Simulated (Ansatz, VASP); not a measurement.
## Si2H10O in VASP and in Ansatz

```
O H Si
1.0
     8.62671    0.00000    0.00000
     0.00000    8.62671    0.00000
     0.00000    0.00000    8.62671
O H Si
3 30 6
Direct
  0.80047 0.55761 0.09261
  0.72838 0.27485 0.23171
  0.86954 0.70179 0.45832
  0.91339 0.55411 0.08127
  0.77321 0.44993 0.12074
  0.76927 0.29937 0.33459
  0.76606 0.16984 0.21061
  0.82577 0.67207 0.35785
  0.80141 0.65181 0.53424
  0.67318 0.50897 0.65155
  0.53049 0.43681 0.88421
  0.52511 0.70618 0.78914
  0.39219 0.50073 0.64484
  0.60602 0.20257 0.60243
  0.36349 0.05869 0.61802
  0.40698 0.24157 0.40607
  0.55308 0.99759 0.41573
  0.27895 0.03475 0.16712
  0.54156 0.94739 0.10880
  0.33226 0.90121 0.92350
  0.42959 0.16375 0.96451
  0.13539 0.26842 0.77144
  0.85930 0.28695 0.83132
  0.95609 0.37642 0.58116
  0.95017 0.09914 0.63836
  0.00891 0.03920 0.94185
  0.87851 0.87950 0.13146
  0.78404 0.88618 0.86222
  0.03125 0.75908 0.92332
  0.37369 0.63430 0.15349
  0.27043 0.38268 0.23755
  0.09992 0.60644 0.21916
  0.20071 0.48648 0.98353
  0.52899 0.53898 0.74455
  0.48154 0.12448 0.50943
  0.39583 0.01174 0.04090
  0.97521 0.25676 0.70599
  0.92389 0.88908 0.96402
  0.23761 0.52738 0.14829
```

Alike in both runs: functional PBEsol; k mesh 1 × 1 × 1; occupations fermi-dirac, width 0.05 eV; no spin polarisation.

Ansatz relaxed the structure, and its values are those at the end. VASP's run is a single point on that final structure, the one shown.

```csv
,VASP,Ansatz
version,VASP 6.6.1,Ansatz 0.2.0
potentials or method,"VASP PAW PBE potentials, release 64 (O, H, Si), cutoff 520 eV","scalar-relativistic, plane waves, PAW"
valence electrons in the cell,72,72
```

```csv
,VASP,Ansatz,Ansatz less VASP
gap on the k mesh at the Fermi level (eV),5.02,5.04,+0.013
rms of the force components (eV/Å),0.050,0.071,+0.0209
```

VASP's potentials were made for PBE, not for PBEsol. Ansatz's warnings: xc potential rough in thin density.
